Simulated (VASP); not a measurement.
Set up this calculation in VASP 6.6.1, as the native input.

* Task: relaxation of cell and atoms
* Functional: PBE
* Potentials or basis: VASP PAW PBE potentials, release 64 (W_sv, S)
* Cutoff: 600 eV
* k mesh: 4 × 4 × 4
* Occupations: gaussian, width 0.1 eV
* Spin: collinear spin
* Starting moments: [0.38, 0.02, 0.02] μB
* Dipole correction: no
* Further INCAR settings: ALGO = Normal; EDIFF = 1e-06; IBRION = 2; EDIFFG = -0.04; NSW = 90; ISIF = 3

The structure of WS2 lies in POSCAR:

```
WS2
1.0
    3.8016080800      0.0000000000      0.0000000000
    0.0000000000      3.8016080800      0.0000000000
    0.0000000000      0.0000000000      5.3762857100
W S
1 2
Direct
    0.0000000000      0.0000000000      0.0000000000
    0.5000000000      0.0000000000      0.2500000000
    0.0000000000      0.5000000000      0.7500000000
```

This cell differs from its parent crystal: atoms taken out.

One way to write it, as run:

INCAR

```
SYSTEM = WS2
PREC = Accurate
ENCUT = 600
EDIFF = 1E-6
ISMEAR = 0
SIGMA = 0.1
LREAL = .False.
LASPH = .True.
NELM = 150
ALGO = Normal
ISIF = 3
LWAVE = .False.
LCHARG = .False.
ISPIN = 2
MAGMOM = 0.38 0.02 0.02
LORBIT = 11
LMAXMIX = 4
GGA = PE
IBRION = 2
NSW = 90
EDIFFG = -0.04
```

KPOINTS

```
regular mesh
0
Gamma
  4 4 4
  0 0 0
```

Potentials or basis: VASP PAW PBE potentials, release 64 (W_sv, S).

The run is started by

```sh
$ cat potpaw_PBE.64/W_sv/POTCAR potpaw_PBE.64/S/POTCAR > POTCAR
$ mpirun -np 1 vasp_std > vasp.out
```

Results of the run:

- Relaxed volume: 27.09 Å³/atom
- Relaxed cell: a = 3.729 Å, b = 3.729 Å, c = 5.842 Å, α = 90.00°, β = 90.00°, γ = 90.00°
- Space group after relaxing (to 0.1 Å): P-4m2 (No. 115)
- Energy gained by relaxing: 32.9 meV/atom
- Ionic steps: 11
- Pressure after relaxing: 0.0 GPa
- Largest force after relaxing: 0.039 eV/Å
- Band gap on the k mesh: zero (filled and empty bands overlap)
- Net moment: 0.00 μB per cell
- Valence electrons inside the program's atomic spheres: W 12.09; S 3.72

Caveat: the k points lie up to 0.42 Å⁻¹ apart in the final cell, too coarse for converged energies and pressures of a metal; the cell differs from its parent crystal (atoms taken out); spin-orbit coupling is left out, which moves the levels of the heavy elements; this functional lacks dispersion, which binds the layers, so the pressure and a relaxed spacing across them are unreliable.

It took 3 min on 1 thread of Intel(R) Xeon(R) 6975P-C (Granite Rapids), on a shared host, peak memory 0.26 GiB.
